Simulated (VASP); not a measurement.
# BaTe: single point with r2SCAN

Crystal: BaTe.

```
CELL_PARAMETERS angstrom
0.00000 3.51448 3.51448
3.51448 0.00000 3.51448
3.51448 3.51448 0.00000
ATOMIC_POSITIONS crystal
Ba 0.00000 0.00000 0.00000
Te 0.50000 0.50000 0.50000
```

This cell differs from its parent crystal: functional r2SCAN, strained.

```
Program                : VASP 6.6.1
Task                   : single point
Functional             : r2SCAN
Potentials or basis    : VASP PAW PBE potentials, release 64 (Ba_sv, Te)
Cutoff                 : 520 eV
k mesh                 : 8 × 8 × 8
Occupations            : gaussian, width 0.02 eV
Spin                   : no spin polarisation
Dipole correction      : no
Further INCAR settings : ALGO = Normal; EDIFF = 1e-06; NBANDS = 15
```

```json
{"Pressure": "0.8 GPa", "Band gap on the k mesh": "1.90 eV, indirect (least direct gap 2.29 eV)"}
```

Levels at points of the mesh, in eV from the valence-band top:
```
           k point  band 4  band 5  band 6  band 7  band 8  band 9  band 10  band 11  band 12  band 13
(0.00, 0.00, 0.00)  -12.57   -9.79    0.00    0.00    0.00    3.35     3.35     3.35     3.53     4.02
(0.50, 0.00, 0.00)  -12.58   -9.05   -2.19   -1.10   -1.10    4.63     5.23     5.38     5.38     7.45
(0.50, 0.50, 0.00)  -12.65   -9.57   -1.14   -0.39   -0.39    1.90     4.93     5.30     6.17     6.22
```

Wall time 120 s on 1 thread of Intel(R) Xeon(R) Platinum 8488C (Sapphire Rapids) (shared host), peak memory 0.27 GiB.

Caveat: the cell differs from its parent crystal (functional r2SCAN, strained); the PAW data sets were made with another functional, which shifts forces and pressure a little; spin-orbit coupling is left out, which moves the levels of the heavy elements. A k mesh can miss the band edges.
